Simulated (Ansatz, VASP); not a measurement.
**One calculation of ZrC, two programs**

```xyz
2
Lattice="0.0000 2.3824 2.2871 2.3824 0.0000 2.2871 2.3824 2.3824 0.0000" Properties=species:S:1:pos:R:3 pbc="T T T"
Zr    2.3824    2.3824    2.2871
C     0.0000    0.0000    0.0000
```

Alike in both runs: task single point; functional PBEsol; k mesh 20 × 20 × 20; occupations gaussian, width 0.15 eV; no spin polarisation.

|  | VASP | Ansatz |
| --- | --- | --- |
| version | VASP 6.6.1 | Ansatz 0.2.0 |
| potentials or method | VASP PAW PBE potentials, release 64 (Zr_sv, C), cutoff 520 eV | scalar-relativistic, plane waves, PAW |
| valence electrons in the cell | 16 | 16 |

|  | VASP | Ansatz | Ansatz less VASP |
| --- | --- | --- | --- |
| gap on the k mesh at the Fermi level (eV) | none | none | - |
| pressure (GPa) | -3.5 | -3.9 | -0.36 |
| traceless stress, the component that is largest in VASP (GPa) | 10.38 | 10.31 | -0.071 |

VASP's potentials were made for PBE, not for PBEsol. A gap of «none» marks a metal or a gap that the smearing closes.
